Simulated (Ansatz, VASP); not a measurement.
TaGe3Ru in VASP and in Ansatz

```
Ta Ge Ru
1.0
     3.69694    0.00000    0.00000
     0.00000    3.69694    0.00000
     0.00000    0.00000    6.83517
Ta Ge Ru
1 3 1
Cartesian
  1.8485 1.8485 3.6176
  1.8485 0.0000 1.5494
  0.0000 1.8485 1.5494
  0.0000 0.0000 4.3374
  0.0000 0.0000 6.7738
```

Change from the starting cell: species swapped into the SmSiPt3 type (P4mm, No. 99).

Alike in both runs: functional PBE; k mesh 6 × 6 × 4; occupations gaussian, width 0.1 eV; no spin polarisation.

Ansatz relaxed the structure, and its values are those at the end. VASP's run is a single point on that final structure, the one shown.

|  | VASP | Ansatz |
| --- | --- | --- |
| version | VASP 6.6.1 | Ansatz 0.2.0 |
| potentials or method | VASP PAW PBE potentials, release 64 (Ta_pv, Ge_d, Ru_pv), cutoff 520 eV | scalar-relativistic, plane waves, PAW |
| valence electrons in the cell | 67 | 71 |

|  | VASP | Ansatz | Ansatz less VASP |
| --- | --- | --- | --- |
| gap on the k mesh at the Fermi level (eV) | none | none | - |
| pressure (GPa) | 0.1 | 0.0 | -0.12 |
| rms of the force components (eV/Å) | 0.010 | 0.003 | -0.0075 |

A gap of «none» marks a metal or a gap that the smearing closes. VASP's potentials hold 67 valence electrons a cell and Ansatz's 71, so a difference there can come from the potentials and not from the codes.

Neither program's run includes spin-orbit coupling.
